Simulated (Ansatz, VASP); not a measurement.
One calculation of PbO2, two programs

POSCAR

```
PbO2
1.0
    0.0000000000      2.5700000000      2.5700000000
    2.5700000000      0.0000000000      2.5700000000
    2.5700000000      2.5700000000      0.0000000000
Pb O
1 2
Direct
    0.0000000000      0.0000000000      0.0000000000
    0.2500000000      0.2500000000      0.2500000000
    0.7500000000      0.7500000000      0.7500000000
```

File INCAR.step1:

```
SYSTEM = PbO2
ALGO = Normal ; EDIFF = 1E-5
ENCUT = 1480 ; GGA = PE
GGA_COMPAT = .FALSE. ; ISMEAR = 0
LASPH = .TRUE. ; LCHARG = .FALSE.
LREAL = .FALSE. ; LWAVE = .TRUE.
NBANDS = 20 ; NELM = 120
PREC = Accurate ; SIGMA = 0.1
```

INCAR.step2

```
SYSTEM = PbO2
ALGO = Normal ; EDIFF = 1E-6
ENCUT = 1480 ; GGA_COMPAT = .FALSE.
ISIF = 2 ; ISMEAR = 0
ISTART = 1 ; LASPH = .TRUE.
LCHARG = .FALSE. ; LMIXTAU = .TRUE.
LREAL = .FALSE. ; LWAVE = .FALSE.
METAGGA = R2SCAN ; NBANDS = 20
NELM = 120 ; PREC = Accurate
SIGMA = 0.1
```

The input KPOINTS:

```
k-points
0
G
  6 6 6
  0 0 0
```

Input for Ansatz:

```yaml
crystal:
  lattice:
    - [0.0, 2.57, 2.57]
    - [2.57, 0.0, 2.57]
    - [2.57, 2.57, 0.0]
  atoms:
    - { symbol: Pb, position: [0.0, 0.0, 0.0] }
    - { symbol: O, position: [0.25, 0.25, 0.25] }
    - { symbol: O, position: [0.75, 0.75, 0.75] }
basis:
  ecutwfc: 500
kpoints:
  mp_grid: { grid: [6, 6, 6] }
hamiltonian:
  xc: r2scan
scf:
  occupations: { method: gaussian, width: 0.1 }
output:
  forces: true
  stress: true
  eigenvalues: true
```

Alike in both runs: task single point; functional r2SCAN; k mesh 6 × 6 × 6; occupations gaussian, width 0.1 eV; no spin polarisation.

|  | VASP | Ansatz |
| --- | --- | --- |
| version | VASP 6.6.1 | Ansatz 0.2.0 |
| potentials or method | VASP PAW PBE potentials, release 64 (Pb_d, O_h), cutoff 1480 eV | scalar-relativistic, plane waves, PAW |
| valence electrons in the cell | 26 | 26 |

```tsv
	VASP	Ansatz	Ansatz less VASP
gap on the k mesh at the Fermi level (eV)	none	none	-
pressure (GPa)	22.9	21.5	-1.46
```

VASP's potentials were made for PBE, not for r2SCAN. A gap of «none» marks a metal or a gap that the smearing closes.

Neither program's run includes spin-orbit coupling.
